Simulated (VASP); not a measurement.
# NaH: single point with PBEsol

NaH:

```
Na H
1.0
     0.00000    2.44000    2.44000
     2.44000    0.00000    2.44000
     2.44000    2.44000    0.00000
Na H
1 1
Direct
  0.00000 0.00000 0.00000
  0.50000 0.50000 0.50000
```

```json
{"Program": "VASP 6.6.1", "Task": "single point", "Functional": "PBEsol", "Potentials or basis": "VASP PAW PBE potentials, release 64 (Na_pv, H)", "Cutoff": "520 eV", "k mesh": "9 × 9 × 9", "Occupations": "fermi-dirac, width 0.05 eV", "Spin": "no spin polarisation"}
```

```yaml
Pressure: -1.2 GPa
Band_gap_on_the_k_mesh: 3.82 eV, indirect (least direct gap 4.55 eV)
```

Levels at points of the mesh, in eV from the valence-band top:
```
           k point  band 2  band 3  band 4  band 5  band 6  band 7
(0.00, 0.00, 0.00)  -21.98  -21.98   -3.57   10.22   15.25   15.25
```

Run time: 9 s on 1 thread of Intel(R) Xeon(R) Platinum 8375C CPU @ 2.90GHz (Ice Lake), on a shared host, peak memory 0.15 GiB.

Caveat: the PAW data sets were made with another functional, which shifts forces and pressure a little. A k mesh can miss the band edges.
